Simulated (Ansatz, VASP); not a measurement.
**P: VASP beside Ansatz**

File INCAR:

```
ALGO = Normal
EDIFF = 1E-7
ENCUT = 520
GGA = PS
ISIF = 2
ISMEAR = 0
LASPH = T
LCHARG = F
LREAL = F
LWAVE = F
NBANDS = 18
NELM = 60
PREC = Accurate
SIGMA = 0.05
```

The input KPOINTS:

```
k-points
0
Gamma
  8 1 6
```

Contents of POSCAR:

```
P
1.0
    3.5471164857      0.0000000000      0.0000000000
    0.0000000000     37.6647268912      0.0000000000
    0.0000000000      0.0000000000      4.7918629625
P
4
Direct
    0.0000000000      0.9696876239      0.5826201324
    0.0000000000      0.0303123761      0.4173798676
    0.5000000000      0.0303123761      0.0826201324
    0.5000000000      0.9696876239      0.9173798676
```

Input for Ansatz:

```yaml
crystal:
  lattice:
    - [3.5471164857, 0.0, 0.0]
    - [0.0, 37.6647268912, 0.0]
    - [0.0, 0.0, 4.7918629625]
  atoms:
    - { symbol: P, position: [0.0, 0.9696876239, 0.5826201324] }
    - { symbol: P, position: [0.0, 0.0303123761, 0.4173798676] }
    - { symbol: P, position: [0.5, 0.0303123761, 0.0826201324] }
    - { symbol: P, position: [0.5, 0.9696876239, 0.9173798676] }
basis:
  ecutwfc: 420
kpoints:
  mp_grid: { grid: [8, 1, 6] }
hamiltonian:
  xc: pbesol
scf:
  occupations: { method: gaussian, width: 0.05 }
output:
  forces: true
  stress: true
  eigenvalues: true
```

Change from the starting cell: strain +0.080 along x and y, +0.080 along z, atoms carried along.

Alike in both runs: task single point; functional PBEsol; k mesh 8 × 1 × 6; occupations gaussian, width 0.05 eV; no spin polarisation.

|  | VASP | Ansatz |
| --- | --- | --- |
| version | VASP 6.6.1 | Ansatz 0.2.0 |
| potentials or method | VASP PAW PBE potentials, release 64 (P), cutoff 520 eV | scalar-relativistic, plane waves, PAW |
| valence electrons in the cell | 20 | 20 |

|  | VASP | Ansatz | Ansatz less VASP |
| --- | --- | --- | --- |
| gap on the k mesh at the Fermi level (eV) | 0.98 | 0.96 | -0.015 |
| least direct gap on the mesh (eV) | 0.98 | 0.96 | -0.015 |
| rms of the force components (eV/Å) | 0.875 | 0.867 | -0.0086 |

VASP's potentials were made for PBE, not for PBEsol. Atom by atom the forces differ by 0.009 eV/Å (rms over components).
